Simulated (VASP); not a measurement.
Wanted: the native input for a VASP 6.6.1 run.

* Task: single point
* Functional: LDA
* Potentials or basis: VASP PAW LDA potentials, release 64 (Sn_d, O)
* Cutoff: 520 eV
* k mesh: 6 × 6 × 6
* Occupations: gaussian, width 0.05 eV
* Spin: no spin polarisation
* Dipole correction: no
* Further INCAR settings: ALGO = Normal; EDIFF = 1e-06; NBANDS = 64

The structure of SnO2 lies in POSCAR:

```
SnO2
1.0
    5.0287438375      0.0000000000      0.0000000000
    0.0000000000      5.7722236192      0.0000000000
    0.0000000000      0.0000000000      5.5636411304
Sn O
4 8
Direct
    0.5000000000      0.6673419135      0.7500000000
    0.0000000000      0.8326580865      0.2500000000
    0.5000000000      0.3326580865      0.2500000000
    0.0000000000      0.1673419135      0.7500000000
    0.7309254637      0.6050162923      0.0776916535
    0.2309254637      0.8949837077      0.9223083465
    0.7690745363      0.8949837077      0.5776916535
    0.2690745363      0.6050162923      0.4223083465
    0.7309254637      0.3949837077      0.5776916535
    0.2309254637      0.1050162923      0.4223083465
    0.7690745363      0.1050162923      0.0776916535
    0.2690745363      0.3949837077      0.9223083465
```

One way to write it, as run:

INCAR

```
SYSTEM = SnO2
PREC = Accurate ; ENCUT = 520
EDIFF = 1E-6 ; ISMEAR = 0
SIGMA = 0.05 ; LREAL = .FALSE.
LASPH = .TRUE. ; NELM = 60
ALGO = Normal ; ISIF = 2
LWAVE = .FALSE. ; LCHARG = .TRUE.
LELF = .TRUE. ; LVHAR = .TRUE.
NBANDS = 64
```

KPOINTS

```
regular mesh
0
G
  6 6 6
  0 0 0
```

Potentials or basis: VASP PAW LDA potentials, release 64 (Sn_d, O).

The run is started by

```bash
$ cat potpaw_LDA.64/Sn_d/POTCAR potpaw_LDA.64/O/POTCAR > POTCAR
$ mpirun -np 1 vasp_std > vasp.out
```

Results of the run:

| Quantity | Value |
| --- | --- |
| Pressure | -21.9 GPa |
| Largest force | 0.416 eV/Å |

Caveat: the cell stands under tension.

Wall time 5.9 min on 1 thread of Intel(R) Xeon(R) 6975P-C (Granite Rapids), with other jobs on the host, peak memory 0.53 GiB.
